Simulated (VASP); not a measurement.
Set up this calculation in VASP 6.6.1, as the native input.

| Property | Result |
| --- | --- |
| Task | single point |
| Functional | RPBE |
| Dispersion | D3(BJ) |
| Potentials or basis | VASP PAW PBE potentials, release 64 (Co) |
| Cutoff | 520 eV |
| k mesh | 12 × 12 × 4 |
| Occupations | fermi-dirac, width 0.05 eV |
| Spin | collinear spin, ferromagnetic start |
| Starting moments | [2.0, 2.0, 2.0, 2.0] μB |
| Dipole correction | no |
| Further INCAR settings | ALGO = Normal; EDIFF = 1e-06; NBANDS = 30 |

The structure of Co lies in POSCAR:

```
Co
1.0
    2.4869235940      0.0000000000      0.0000000000
   -1.2434617971      2.1537390097      0.0000000000
    0.0000000000      0.0000000000      8.1417998233
Co
4
Direct
    0.6666666667      0.3333333333      0.7500000000
    0.0000000000      0.0000000000      0.5000000000
    0.3333333333      0.6666666667      0.2500000000
    0.0000000000      0.0000000000      0.0000000000
```

The input as run:

INCAR

```
PREC = Accurate ; ENCUT = 520
EDIFF = 1E-6 ; ISMEAR = -1
SIGMA = 0.05 ; LREAL = False
LASPH = True ; NELM = 150
ALGO = Normal ; ISIF = 2
LWAVE = False ; LCHARG = True
ISPIN = 2 ; MAGMOM = 2 2 2 2
LORBIT = 11 ; LMAXMIX = 4
GGA = RP ; IVDW = 12
LELF = True ; LVHAR = True
NBANDS = 30
```

KPOINTS

```
regular mesh
0
Gamma
  12 12 4
```

Potentials or basis: VASP PAW PBE potentials, release 64 (Co).

Run with:

```console
$ cat potpaw_PBE.64/Co/POTCAR > POTCAR
$ mpirun -np 1 vasp_std > vasp.out
```

It gave:

* Pressure: -24.5 GPa
* Net moment: 6.68 μB per cell
* Site moments: Co +1.70, +1.68 (each value once) μB
* Valence electrons inside the program's atomic spheres: Co 8.26, 8.27 (each value once)
* Dispersion energy per atom: -2.106 eV

Caveat: the cell stands under tension; the PAW data sets were made with another functional, which shifts forces and pressure a little.

Wall time 2.7 min on 1 thread of Intel(R) Xeon(R) 6975P-C (Granite Rapids), on a shared host, peak memory 0.24 GiB.
